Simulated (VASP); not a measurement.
Ge: relaxation of cell and atoms with PBEsol

Crystal: Ge.

```
Ge
1.0
     0.00000    2.88574    5.11566
     2.63050    0.00000    5.11566
     2.63050    2.88574    0.00000
Ge
4
Direct
  0.72649 0.27351 0.72649
  0.27351 0.72649 0.27351
  0.21813 0.21813 0.78187
  0.78187 0.78187 0.21813
```

```json
{"Program": "VASP 6.6.1", "Task": "relaxation of cell and atoms", "Functional": "PBEsol", "Potentials or basis": "VASP PAW PBE potentials, release 64 (Ge_d)", "Cutoff": "600 eV", "k mesh": "7 × 7 × 7", "Occupations": "fermi-dirac, width 0.05 eV", "Spin": "no spin polarisation", "Dipole correction": "no", "Further INCAR settings": "ALGO = Normal; EDIFF = 1e-07; IBRION = 2; EDIFFG = -0.01; NSW = 60; ISIF = 3"}
```

```json
{
 "Relaxed volume": "18.40 Å³/atom",
 "Relaxed cell": "a = 5.729 Å, b = 5.602 Å, c = 3.858 Å, α = 71.88°, β = 68.33°, γ = 39.80°",
 "Space group after relaxing (to 0.1 Å)": "Fmmm (No. 69)",
 "Energy gained by relaxing": "12.4 meV/atom",
 "Ionic steps": "15",
 "Pressure after relaxing": "0.0 GPa",
 "Largest force after relaxing": "0.007 eV/Å",
 "Band gap on the k mesh": "zero (bands 28 and 29 overlap by 2.95 eV)"
}
```

Forces in eV/Å, atoms in the order of the input:
```
Ge   0.000 -0.003  0.000
Ge   0.000  0.003  0.000
Ge   0.000  0.000  0.007
Ge   0.000  0.000 -0.007
```

Step by step:
```csv
step,energy change (eV),largest force (eV/Å),pressure (GPa),volume (Å³)
1,0.0000,0.0423,-3.40,77.67
2,-0.0422,0.0643,0.80,73.13
3,-0.0440,0.0601,0.05,73.83
4,-0.0440,0.0609,-0.05,73.91
5,-0.0449,0.0607,-0.04,73.88
6,-0.0469,0.0738,-0.02,73.80
7,-0.0449,0.0599,0.03,73.63
8,-0.0473,0.0736,-0.01,73.75
9,-0.0483,0.0482,-0.01,73.71
10,-0.0489,0.0528,0.01,73.65
11,-0.0494,0.0268,-0.01,73.66
12,-0.0496,0.0054,-0.04,73.67
13,-0.0496,0.0043,-0.06,73.67
14,-0.0497,0.0082,0.05,73.50
15,-0.0497,0.0067,0.02,73.58
```

Final structure:
```xyz
4
Lattice="0.0000 2.8573 4.9659 2.5930 0.0000 4.9659 2.5930 2.8573 0.0000" Properties=species:S:1:pos:R:3 pbc="T T T"
Ge    2.5930    4.1501    4.9659
Ge    2.5930    1.5644    4.9659
Ge    2.5930    2.8573    2.2137
Ge    2.5930    2.8573    7.7181
```

Levels at points of the mesh, in eV from the Fermi level:
```csv
k point,band 26,band 27,band 28,band 29,band 30,band 31
"(0.00, 0.00, 0.00)",-2.43,-2.06,-2.03,-1.82,2.92,3.53
```

Run time: 31 min on 1 thread of Intel(R) Xeon(R) Platinum 8259CL CPU @ 2.50GHz (Skylake/Cascade Lake), with other jobs on the host, peak memory 0.35 GiB.

Caveat: the PAW data sets were made with another functional, which shifts forces and pressure a little.
